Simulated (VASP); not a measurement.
# Fe3Ge (Pm-3m) in VASP: a series of runs, part 2 of 2

VASP 6.6.1. Earlier steps stand in the parts before.

## 3. Single point, PBEsol, collinear spin, ferromagnetic start

Contents of INCAR:

```
PREC = Accurate
ENCUT = 520
EDIFF = 1E-7
ISMEAR = -1
SIGMA = 0.03
LREAL = False
LASPH = True
NELM = 150
ALGO = Normal
ISIF = 2
LWAVE = False
LCHARG = True
ISPIN = 2
MAGMOM = 2.377 2.377 2.376 0
LORBIT = 11
NUPDOWN = 7.13
LMAXMIX = 4
GGA = PS
LELF = True
LVHAR = True
NBANDS = 31
```

Contents of KPOINTS:

```
Automatic mesh
0
Gamma
  9 9 9
```

Contents of POSCAR:

```
Fe3Ge
1.0
    3.6605005200      0.0000000000      0.0000000000
    0.0000000000      3.6605005200      0.0000000000
    0.0000000000      0.0000000000      3.6605005200
Fe Ge
3 1
Direct
    0.0000000000      0.5000000000      0.5000000000
    0.5000000000      0.5000000000      0.0000000000
    0.5000000000      0.0000000000      0.5000000000
    0.0000000000      0.0000000000      0.0000000000
```

Potentials or basis: VASP PAW PBE potentials, release 64 (Fe, Ge_d).

Command:

```
$ cat potpaw_PBE.64/Fe/POTCAR potpaw_PBE.64/Ge_d/POTCAR > POTCAR
$ mpirun -np 1 vasp_std > vasp.out
```

OUTCAR:

```text
PREC = Accurate
   ENCUT = 520
   EDIFF = 1E-7
   ISMEAR = -1
   LREAL = False
   LASPH = True
   NELM = 150
   ISIF = 2
   ISPIN = 2
   LORBIT = 11
   NUPDOWN = 7.13
   GGA = PS

 ion  position               nearest neighbor table
   1  0.000  0.500  0.500-   2 2.59   3 2.59   4 2.59   2 2.59   4 2.59   3 2.59   4 2.59   4 2.59
                             2 2.59   3 2.59   2 2.59   3 2.59
   2  0.500  0.500  0.000-   1 2.59   3 2.59   4 2.59   1 2.59   3 2.59   3 2.59   4 2.59   3 2.59
                             1 2.59   4 2.59   1 2.59   4 2.59
   3  0.500  0.000  0.500-   1 2.59   2 2.59   4 2.59   2 2.59   4 2.59   1 2.59   2 2.59   2 2.59
                             1 2.59   4 2.59   4 2.59   1 2.59
   4  0.000  0.000  0.000-   1 2.59   2 2.59   3 2.59   1 2.59   3 2.59   1 2.59   2 2.59   1 2.59
                             2 2.59   3 2.59   3 2.59   2 2.59

  LATTYP: Found a simple cubic cell.
 ALAT       =     3.6605005200

  Lattice vectors:

 A1 = (   3.6605005200,   0.0000000000,   0.0000000000)
 A2 = (   0.0000000000,   3.6605005200,   0.0000000000)
 A3 = (   0.0000000000,   0.0000000000,   3.6605005200)

Analysis of symmetry for initial positions (statically):
=====================================================================
 Subroutine PRICEL returns:
 Original cell was already a primitive cell.

 Routine SETGRP: Setting up the symmetry group for a
 simple cubic supercell.

 Subroutine GETGRP returns: Found 48 space group operations
 (whereof 48 operations were pure point group operations)
 out of a pool of 48 trial point group operations.

The static configuration has the point symmetry O_h .

Analysis of symmetry for dynamics (positions and initial velocities):
=====================================================================
 Subroutine PRICEL returns:
 Original cell was already a primitive cell.

 Routine SETGRP: Setting up the symmetry group for a
 simple cubic supercell.

 Subroutine GETGRP returns: Found 48 space group operations
 (whereof 48 operations were pure point group operations)
 out of a pool of 48 trial point group operations.

[... 169 lines left out ...]
 cond. band min:       7.1428308477   @ k =   0.3333   0.3333   0.2222
 fundamental gap:     -0.1752958619
 Fermi energy:         7.3581550123

 spin component 1

 k-point     1 :       0.0000    0.0000    0.0000
  band No.  band energies     occupation
      1     -17.4554      1.00000
      2     -17.4554      1.00000
      3     -17.4500      1.00000
      4     -17.4500      1.00000
      5     -17.4500      1.00000
      6      -4.9948      1.00000
[... 805 lines left out ...]
     30      17.1835      0.00000
     31      18.3315      0.00000

 [... further k-points ...]

 spin component 2

 k-point     1 :       0.0000    0.0000    0.0000
  band No.  band energies     occupation
      1     -17.4747      1.00000
      2     -17.4747      1.00000
      3     -17.4668      1.00000
      4     -17.4668      1.00000
      5     -17.4668      1.00000
      6      -4.8910      1.00000
[... 805 lines left out ...]
     30      17.8676      0.00000
     31      19.0375      0.00000

 [... further k-points ...]

------------------------ aborting loop because EDIFF is reached ----------------------------------------

  FORCE on cell =-STRESS in cart. coord.  units (eV):
  Direction    XX          YY          ZZ          XY          YZ          ZX
  --------------------------------------------------------------------------------------
  -------------------------------------------------------------------------------------
  Total       -2.3586455     -2.3586373     -2.3586455     -0.0000000      0.0000000      0.0000000
  in kB      -77.0463087    -77.0460419    -77.0463087     -0.0000000      0.0000000      0.0000000
  external PRESSURE =     -77.0462198 kB  Pullay stress =       0.0000000 kB

 VOLUME and BASIS-vectors are now :
 -----------------------------------------------------------------------------
  energy-cutoff  :      520.00
  volume of cell :       49.05
      direct lattice vectors                 reciprocal lattice vectors
     3.660500520  0.000000000  0.000000000     0.273186684  0.000000000  0.000000000
     0.000000000  3.660500520  0.000000000     0.000000000  0.273186684  0.000000000
     0.000000000  0.000000000  3.660500520     0.000000000  0.000000000  0.273186684

 POSITION                                       TOTAL-FORCE (eV/Angst)
 -----------------------------------------------------------------------------------
      0.00000      1.83025      1.83025         0.000000      0.000000      0.000000
      1.83025      1.83025      0.00000         0.000000      0.000000      0.000000
      1.83025      0.00000      1.83025         0.000000      0.000000      0.000000
      0.00000      0.00000      0.00000         0.000000      0.000000      0.000000
 -----------------------------------------------------------------------------------
    total drift:                               -0.000000      0.000000      0.000000

  FREE ENERGIE OF THE ION-ELECTRON SYSTEM (eV)
  ---------------------------------------------------
  free  energy   TOTEN  =       -32.0849062906 eV

  energy  without entropy=      -32.0763773057  energy(sigma->0) =      -32.08064180

 total charge

# of ion       s       p       d       tot
------------------------------------------
    1        0.432   0.506   6.264   7.202
    2        0.432   0.506   6.264   7.202
    3        0.432   0.506   6.264   7.202
    4        1.082   1.296  10.100  12.477
--------------------------------------------------
tot          2.379   2.814  28.892  34.084

 magnetization (x)

# of ion       s       p       d       tot
------------------------------------------
    1        0.001  -0.003   2.401   2.399
    2        0.001  -0.003   2.401   2.399
    3        0.001  -0.003   2.401   2.399
    4        0.002  -0.123   0.009  -0.112
--------------------------------------------------
tot          0.006  -0.133   7.212   7.085
```

It took 97 s on 1 thread of Intel Xeon 6975P-C (Granite Rapids), shared host; peak memory 0.29 GiB.

What came out:

```yaml
Free_energy: -32.0849 eV
Pressure: -7.7 GPa
Net_moment: 7.13 μB per cell
Site_moments: Fe +2.40; Ge -0.11 μB
Valence_electrons_inside_the_program's_atomic_spheres: Fe 7.20; Ge 12.48
```

Caveat: the cell stands under tension; the PAW data sets were made with another functional, which shifts forces and pressure a little; the total moment is fixed, so each spin has its own Fermi level and the state may be an excited one.

## 4. Single point, PBEsol, collinear spin, ferromagnetic start

Contents of INCAR:

```
ALGO = Normal ; EDIFF = 1E-6
ENCUT = 520 ; GGA = PS
ISIF = 2 ; ISMEAR = -1
ISPIN = 2 ; LASPH = T
LCHARG = T ; LELF = T
LMAXMIX = 4 ; LORBIT = 11
LREAL = F ; LVHAR = T
LWAVE = F ; MAGMOM = 2.593 2.593 2.594 0
NBANDS = 31 ; NELM = 150
NUPDOWN = 7.78 ; PREC = Accurate
SIGMA = 0.03
```

Contents of KPOINTS:

```
k-points
0
Gamma
  9 9 9
```

POSCAR is that of step 3.

Command:

```
$ cat potpaw_PBE.64/Fe/POTCAR potpaw_PBE.64/Ge_d/POTCAR > POTCAR
$ mpirun -np 1 vasp_std > vasp.out
```

It took 80 s on 1 thread of Intel Xeon 6975P-C (Granite Rapids), shared host; peak memory 0.29 GiB.

Results (log left out):

* Free energy: -31.9503 eV
* Pressure: -3.9 GPa
* Net moment: 7.78 μB per cell
* Site moments: Fe +2.59; Ge -0.07 μB
* Valence electrons inside the program's atomic spheres: Fe 7.19; Ge 12.49

Caveat: the cell stands under tension; the PAW data sets were made with another functional, which shifts forces and pressure a little; the total moment is fixed, so each spin has its own Fermi level and the state may be an excited one.

## 5. Summary

```tsv
fixed moment (μB)	pressure (GPa)	moment (μB)
5.51	-15.1	5.51
7.13	-7.7	7.13
7.78	-3.9	7.78
```

Alike in all rows: task single point; level PBEsol; potentials or basis VASP PAW PBE potentials, release 64 (Fe, Ge_d); spin collinear, ferromagnetic start; cell as given; k mesh 9 × 9 × 9; cutoff (eV) 520; smearing fermi-dirac 0.03 eV.

Caveats: the cell stands under tension; the PAW data sets were made with another functional, which shifts forces and pressure a little; the total moment is fixed, so each spin has its own Fermi level and the state may be an excited one.

Absolute energies hang on the potentials; compare differences alone.
